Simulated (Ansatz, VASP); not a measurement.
Two plane-wave programs on NaCl

```xyz
4
Lattice="4.7317 0.0000 0.0000 -2.3658 4.0977 0.0000 0.0000 0.0000 5.6009" Properties=species:S:1:pos:R:3 pbc="T T T"
Na    0.0000    2.7318   -0.3501
Na    2.3658    1.3659    2.4503
Cl    0.0000    2.7318    2.4505
Cl    2.3658    1.3659    5.2509
```

Alike in both runs: task single point; functional PBE; k mesh 6 × 6 × 4; no spin polarisation.

```csv
,VASP,Ansatz
version,VASP 6.6.1,Ansatz 0.2.0
potentials or method,"VASP PAW PBE potentials, release 64 (Na_pv, Cl)","plane waves, PAW"
plane-wave cutoff (eV),520,420
occupations,"gaussian, width 0.01 eV",fixed
valence electrons in the cell,28,32
```

```csv
,VASP,Ansatz,Ansatz less VASP
gap on the k mesh at the Fermi level (eV),4.81,4.81,+0.001
pressure (GPa),0.6,0.6,+0.03
```

VASP's potentials hold 28 valence electrons a cell and Ansatz's 32, so a difference there can come from the potentials and not from the codes.
